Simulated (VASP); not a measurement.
A run of VASP 6.6.1:

Contents of INCAR:

```
ALGO     = Normal         # electronic algorithm
EDIFF    = 1E-6           # SCF threshold, eV
ENCUT    = 520            # plane-wave cutoff, eV
GGA      = PE             # functional
ISIF     = 2              # what is computed and relaxed
ISMEAR   = -1             # smearing method
LASPH    = T              # aspherical terms in the spheres
LCHARG   = F              # write CHGCAR
LREAL    = F              # projectors in reciprocal space
LWAVE    = F              # write WAVECAR
NBANDS   = 16             # bands
NELM     = 100            # most SCF steps
PREC     = Accurate       # precision mode
SIGMA    = 0.15           # smearing width, eV
```

KPOINTS

```
k-points
0
Gamma
  9 9 8
```

Contents of POSCAR:

```
NbTe
1.0
    3.8225064283      0.0000000000      0.0000000000
   -1.9112532141      3.3103881339      0.0000000000
    0.0000000000      0.0000000000      3.8134605576
Nb Te
1 1
Direct
    0.0000000000      0.0000000000      0.5000000000
    0.6666666667      0.3333333333      0.0000000000
```

Potentials or basis: VASP PAW PBE potentials, release 64 (Nb_sv, Te).

The run is started by

```console
$ cat potpaw_PBE.64/Nb_sv/POTCAR potpaw_PBE.64/Te/POTCAR > POTCAR
$ mpirun -np 1 vasp_std > vasp.out
```

Hardware: 1 thread of Intel Xeon 6975P-C (shared host).

Q: Estimate the wall time of this run.

A: Wall time 35 s on 1 thread of Intel Xeon 6975P-C, on a shared host, peak memory 0.19 GiB. Counts: scf iterations 12, k points 60.
